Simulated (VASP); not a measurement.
# Ni: single point with PBEsol

Ni:

```
Ni
1.0
     2.38523    0.00000    0.00000
    -1.19261    2.06567    0.00000
     0.00000    0.00000    3.96833
Ni
2
Direct
  0.33333 0.66667 0.25000
  0.66667 0.33333 0.75000
```

This isn't the form of Ni at room conditions, which is fcc.

| Item | Value |
| --- | --- |
| Program | VASP 6.6.1 |
| Task | single point |
| Functional | PBEsol |
| Potentials or basis | VASP PAW PBE potentials, release 64 (Ni) |
| Cutoff | 520 eV |
| k mesh | 13 × 13 × 7 |
| Occupations | fermi-dirac, width 0.1 eV |
| Spin | collinear spin, ferromagnetic start |
| Starting moments | [1.5, 1.5] μB |
| Dipole correction | no |
| Further INCAR settings | ALGO = Normal; EDIFF = 1e-06; NBANDS = 21 |

| Property | Result |
| --- | --- |
| Pressure | 16.8 GPa |
| Net moment | 1.19 μB per cell |
| Site moments | Ni +0.59 μB |
| Valence electrons inside the program's atomic spheres | Ni 9.53 |

Stress tensor (GPa, compression positive):
```
18.46  0.00  0.00
 0.00 18.46  0.00
 0.00  0.00 13.54
```

Levels at points of the mesh, in eV from the Fermi level:
Spin up:
| k point | band 7 | band 8 | band 9 | band 10 | band 11 | band 12 | band 13 | band 14 | band 15 | band 16 |
| --- | --- | --- | --- | --- | --- | --- | --- | --- | --- | --- |
| (0.00, 0.00, 0.00) | -2.30 | -1.73 | -1.73 | -0.76 | -0.68 | -0.68 | 6.18 | 23.71 | 26.15 | 26.69 |
Spin down:
```
           k point  band 5  band 6  band 7  band 8  band 9  band 10  band 11  band 12  band 13  band 14
(0.00, 0.00, 0.00)   -1.97   -1.65   -1.65   -1.10   -1.10    -0.78    -0.01    -0.01     6.58    23.63
```

It took 93 s on 1 thread of Intel Xeon 8259CL, with other jobs on the host, peak memory 0.17 GiB.

Caveat: the cell stands under pressure; the PAW data sets were made with another functional, which shifts forces and pressure a little.
